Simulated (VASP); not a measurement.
# SiP5 (F-43m) in VASP: a series of runs, part 2 of 2

VASP 6.6.1.

**3. Single point, PBE**

INCAR reads:

```
  PREC = Accurate
  ENCUT = 500
  EDIFF = 1E-6
  ISMEAR = 0
  SIGMA = 0.2
  LREAL = False
  LASPH = True
  NELM = 120
  ALGO = Normal
  ISIF = 2
  LWAVE = False
  LCHARG = False
  GGA = PE
  NBANDS = 24
  GGA_COMPAT = False
```

KPOINTS reads:

```
regular mesh
0
Gamma
  4 4 4
```

POSCAR reads:

```
SiP5
1.0
    0.0000000000      3.5676754037      3.5676754037
    3.5676754037      0.0000000000      3.5676754037
    3.5676754037      3.5676754037      0.0000000000
Si P
1 5
Direct
    0.0000000000      0.0000000000      0.0000000000
    0.1259432192      0.6246855936      0.6246855936
    0.6246855936      0.6246855936      0.6246855936
    0.6246855936      0.1259432192      0.6246855936
    0.6246855936      0.6246855936      0.1259432192
    0.2500000000      0.2500000000      0.2500000000
```

Potentials or basis: VASP PAW PBE potentials, release 64 (Si, P).

Run with:

```bash
cat potpaw_PBE.64/Si/POTCAR potpaw_PBE.64/P/POTCAR > POTCAR
mpirun -np 1 vasp_std > vasp.out
```

OUTCAR:

```text
PREC = Accurate
   ENCUT = 500
   EDIFF = 1E-6
   ISMEAR = 0
   LREAL = False
   LASPH = True
   NELM = 120
   ISIF = 2
   GGA = PE

 ion  position               nearest neighbor table
   1  0.000  0.000  0.000-   3 2.96   4 2.96   5 2.96   2 2.96   3 2.96   5 2.96   2 2.96   3 2.96
                             4 2.96   2 2.96   4 2.96   5 2.96
   2  0.126  0.625  0.625-   3 2.52   4 2.52   5 2.52   4 2.53   5 2.53   3 2.53   6 2.96   6 2.96
                             6 2.96   1 2.96   1 2.96   1 2.96
   3  0.625  0.625  0.625-   2 2.52   4 2.52   5 2.52   2 2.53   4 2.53   5 2.53   6 2.96   6 2.96
                             6 2.96   1 2.96   1 2.96   1 2.96
   4  0.625  0.126  0.625-   2 2.52   3 2.52   5 2.52   2 2.53   5 2.53   3 2.53   6 2.96   6 2.96
                             6 2.96   1 2.96   1 2.96   1 2.96
   5  0.625  0.625  0.126-   2 2.52   3 2.52   4 2.52   4 2.53   2 2.53   3 2.53   6 2.96   6 2.96
                             6 2.96   1 2.96   1 2.96   1 2.96
   6  0.250  0.250  0.250-   2 2.96   4 2.96   5 2.96   5 2.96   5 2.96   4 2.96   2 2.96   3 2.96
                             2 2.96   3 2.96   4 2.96   3 2.96

  LATTYP: Found a face centered cubic cell.
 ALAT       =     7.1353508074

  Lattice vectors:

 A1 = (   0.0000000000,   3.5676754037,   3.5676754037)
 A2 = (   3.5676754037,   0.0000000000,   3.5676754037)
 A3 = (   3.5676754037,   3.5676754037,   0.0000000000)

Analysis of symmetry for initial positions (statically):
=====================================================================
 Subroutine PRICEL returns:
 Original cell was already a primitive cell.

 Routine SETGRP: Setting up the symmetry group for a
 face centered cubic supercell.

 Subroutine GETGRP returns: Found 24 space group operations
 (whereof 24 operations were pure point group operations)
 out of a pool of 48 trial point group operations.

The static configuration has the point symmetry T_d .

Analysis of symmetry for dynamics (positions and initial velocities):
=====================================================================
 Subroutine PRICEL returns:
 Original cell was already a primitive cell.

 Routine SETGRP: Setting up the symmetry group for a
 face centered cubic supercell.

 Subroutine GETGRP returns: Found 24 space group operations
 (whereof 24 operations were pure point group operations)
 out of a pool of 48 trial point group operations.

The dynamic configuration has the point symmetry T_d .

 Subroutine INISYM returns: Found 24 space group operations
 (whereof 24 operations are pure point group operations),
 and found     1 'primitive' translations

----------------------------------------------------------------------------------------

                                     Primitive cell

  volume of cell :      90.8209

  direct lattice vectors                    reciprocal lattice vectors
     0.000000000  3.567675404  3.567675404    -0.140147279  0.140147279  0.140147279
     3.567675404  0.000000000  3.567675404     0.140147279 -0.140147279  0.140147279
     3.567675404  3.567675404  0.000000000     0.140147279  0.140147279 -0.140147279

  length of vectors
     5.045454942  5.045454942  5.045454942     0.242742208  0.242742208  0.242742208

  position of ions in fractional coordinates (direct lattice)
     0.000000000  0.000000000  0.000000000
     0.125943219  0.624685594  0.624685594
[... 45 lines left out ...]
  0.250000  0.250000  0.000000      6.000000
  0.500000  0.250000  0.000000     24.000000
 -0.250000  0.250000  0.000000     12.000000
  0.500000  0.500000  0.000000      3.000000
 -0.250000  0.500000  0.250000      6.000000
   k-points           NKPTS =      8   k-points in BZ     NKDIM =      8   number of bands    NBANDS=     24
   number of dos      NEDOS =    301   number of ions     NIONS =      6
   total plane-waves  NPLWV =  64000
   dimension x,y,z NGX =    40 NGY =   40 NGZ =   40
   dimension x,y,z NGXF=    80 NGYF=   80 NGZF=   80
   ions per type =               1   5
   NGX,Y,Z   is equivalent  to a cutoff of  13.18, 13.18, 13.18 a.u.
   NGXF,Y,Z  is equivalent  to a cutoff of  26.36, 26.36, 26.36 a.u.
 SYSTEM =  unknown system
   PREC   = accura    normal or accurate (medium, high low for compatibility)
   ISTART =      0    job   : 0-new  1-cont  2-samecut
   ICHARG =      2    charge: 1-file 2-atom 10-const
   ISPIN  =      1    spin polarized calculation?
   LNONCOLLINEAR =      F non collinear calculations
   LSORBIT =      F    spin-orbit coupling
   LASPH  =      T    aspherical Exc in radial PAW
   ENCUT  =  500.0 eV  36.75 Ry    6.06 a.u.   9.20  9.20  9.20*2*pi/ulx,y,z
   NELM   =    120;   NELMIN=  2; NELMDL= -5     # of ELM steps
   EDIFF  = 0.1E-05   stopping-criterion for ELM
   LREAL  =      F    real-space projection
   EDIFFG = 0.1E-04   stopping-criterion for IOM
   NSW    =      0    number of steps for IOM
   IBRION =     -1    ionic relax: 0-MD 1-quasi-New 2-CG
   NFREE  =      0    steps in history (QN), initial steepest desc. (CG)
   ISIF   =      2    stress and relaxation
   ISYM   =      2    0-nonsym 1-usesym 2-fastsym
   POTIM  = 0.5000    time-step for ionic-motion
   TEBEG  =    0.0;   TEEND  =   0.0 temperature during run
   PSTRESS=    0.0 pullay stress
   NELECT =      29.0000    total number of electrons
   NUPDOWN=      -1.0000    fix difference up-down
   EMIN   =  10.00;   EMAX   =-10.00  energy-range for DOS
   EFERMI =   0.00;   METHOD = LEGACY
   ISMEAR =     0;   SIGMA  =   0.20  broadening in eV -4-tet -1-fermi 0-gaus
   EFERMI_NEDOS =   21; number of points for ismear=-14 and -15
   IALGO  =     38    algorithm
   IMIX   =      4    mixing-type and parameters
     AMIX     =   0.40;   BMIX     =  1.00
     AMIX_MAG =   1.60;   BMIX_MAG =  1.00
  volume/ion in A,a.u.               =      15.14       102.15
  Fermi-wavevector in a.u.,A,eV,Ry     =   1.118954  2.114516 17.035279  1.252058
  Thomas-Fermi vector in A             =   2.255589
   LORBIT       =      0    0 simple, 1 ext, 2 COOP (PROOUT), +10 PAW based schemes
   GGA     = PE    functional components
   LHFCALC =     F    Hartree Fock is set to
   AEXX    =    0.0000 exact exchange contribution
   IVDW    =     0    specifies the selected vdW correction
   LEPSILON=     F    determine dielectric tensor
   LRPA    =     F    only Hartree local field effects (RPA)
 non-spin polarized calculation
 Gauss-broadening in eV      SIGMA  =   0.20
  energy-cutoff  :      500.00
  volume of cell :       90.82
 maximum number of plane-waves:      2332
 NGX is ok and might be reduce to    40
   NGX = 19   NGY = 19   NGZ = 19

 number of electron      29.0000002 magnetization

 Free energy of the ion-electron system (eV)
  ---------------------------------------------------
  ext. energy  EPLUGINS =         0.00000000
  ---------------------------------------------------
  free energy    TOTEN  =       -27.67718579 eV

  energy without entropy =      -27.63595246  energy(sigma->0) =      -27.65656913

 E-fermi :   9.7183     XC(G=0): -11.2191

 val. band max:        9.6229864126   @ k =   0.5000   0.5000   0.0000
 cond. band min:       9.7944446905   @ k =   0.2500   0.0000   0.0000
 fundamental gap:      0.1714582779
 Fermi energy:         9.7182938727

 k-point     1 :       0.0000    0.0000    0.0000
  band No.  band energies     occupation
      1      -6.8882      2.00000
      2      -0.1181      2.00000
      3       0.5425      2.00000
      4       0.5870      2.00000
      5       0.5870      2.00000
      6       0.5870      2.00000
[... 205 lines left out ...]
     23      12.6667      0.00000
     24      13.0396      0.00000

------------------------ aborting loop because EDIFF is reached ----------------------------------------

  FORCE on cell =-STRESS in cart. coord.  units (eV):
  Direction    XX          YY          ZZ          XY          YZ          ZX
  --------------------------------------------------------------------------------------
  -------------------------------------------------------------------------------------
  Total       -0.2243495     -0.2243495     -0.2243495      0.0000000     -0.0000000      0.0000000
  in kB       -3.9577619     -3.9577619     -3.9577619      0.0000000     -0.0000000      0.0000000
  external PRESSURE =      -3.9577619 kB  Pullay stress =       0.0000000 kB

 VOLUME and BASIS-vectors are now :
 -----------------------------------------------------------------------------
  energy-cutoff  :      500.00
  volume of cell :       90.82
      direct lattice vectors                 reciprocal lattice vectors
     0.000000000  3.567675404  3.567675404    -0.140147279  0.140147279  0.140147279
     3.567675404  0.000000000  3.567675404     0.140147279 -0.140147279  0.140147279
     3.567675404  3.567675404  0.000000000     0.140147279  0.140147279 -0.140147279

 POSITION                                       TOTAL-FORCE (eV/Angst)
 -----------------------------------------------------------------------------------
      0.00000      0.00000      0.00000        -0.000000     -0.000000     -0.000000
      4.45735      2.67800      2.67800        -0.026423      0.026423      0.026423
      4.45735      4.45735      4.45735        -0.026423     -0.026423     -0.026423
      2.67800      4.45735      2.67800         0.026423     -0.026423      0.026423
      2.67800      2.67800      4.45735         0.026423      0.026423     -0.026423
      1.78384      1.78384      1.78384        -0.000000     -0.000000     -0.000000
 -----------------------------------------------------------------------------------
    total drift:                               -0.000000     -0.000000      0.000000

  FREE ENERGIE OF THE ION-ELECTRON SYSTEM (eV)
  ---------------------------------------------------
  free  energy   TOTEN  =       -27.6771857905 eV

  energy  without entropy=      -27.6359524599  energy(sigma->0) =      -27.65656913
```

stdout:

```text
POSCAR found type information on POSCAR SiP
 POSCAR found :  2 types and       6 ions
 scaLAPACK will be used
 LDA part: xc-table for (Slater+PW92), standard interpolation
 POSCAR, INCAR and KPOINTS ok, starting setup
 FFT: planning ... GRIDC
 FFT: planning ... GRID_SOFT
 FFT: planning ... GRID
 WAVECAR not read
 entering main loop
```

Wall time 40 s (1 thread of Intel Xeon 8259CL, shared host); peak memory 0.23 GiB.

What came out:

| Quantity | Value |
| --- | --- |
| Free energy | -27.6772 eV |
| Pressure | -0.4 GPa |
| Largest force | 0.046 eV/Å |

Forces on the atoms (eV/Å):
```
Si   0.000  0.000  0.000
P   -0.026  0.026  0.026
P   -0.026 -0.026 -0.026
P    0.026 -0.026  0.026
P    0.026  0.026 -0.026
P    0.000  0.000  0.000
```

Caveat: the k points lie up to 0.38 Å⁻¹ apart.
